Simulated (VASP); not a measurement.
MnSb:

```xyz
4
Lattice="4.1500 0.0000 0.0000 -2.0750 3.5940 0.0000 0.0000 0.0000 5.7800" Properties=species:S:1:pos:R:3 pbc="T T T"
Sb    2.0750    1.1980    4.3350
Sb    0.0000    2.3960    1.4450
Mn    0.0000    0.0000    2.8900
Mn    0.0000    0.0000    0.0000
```

Base run:

```yaml
Program: VASP 6.6.1
Functional: PBEsol
Potentials_or_basis: VASP PAW PBE potentials, release 64 (Sb_d_GW, Mn_sv)
Cutoff: 680 eV
k_mesh: 6 × 6 × 4
Occupations: fermi-dirac, width 0.05 eV
Spin: collinear spin, ferromagnetic start
Starting_moments: "[0.0, 0.0, 6.0, 6.0] μB"
Fixed_moment: 12 μB
```

Its results: pressure 16.4 GPa; site moments Sb +0.62; Mn +4.17 μB.

Question: After a change of settings the same cell gave: pressure -15.6 GPa; site moments Sb -0.19; Mn +2.14 μB. Which change was it?
A. fixed moment from 12 μB to 8 μB; moments at the start from [0.0, 0.0, 6.0, 6.0] to [0.0, 0.0, 4.0, 4.0]
B. fixed moment from 12 μB to 4 μB; moments at the start from [0.0, 0.0, 6.0, 6.0] to [0.0, 0.0, 2.0, 2.0]
C. fixed moment from 12 μB to 6 μB; moments at the start from [0.0, 0.0, 6.0, 6.0] to [0.0, 0.0, 3.0, 3.0]

Answer: B.

Caveats: the PAW data sets were made with another functional, which shifts forces and pressure a little; the total moment is fixed, so each spin has its own Fermi level and the state may be an excited one; the run started ferromagnetic, and an antiferromagnetic order may lie lower in energy; the cell stands under pressure (at least some runs); the cell stands under tension (at least some runs).
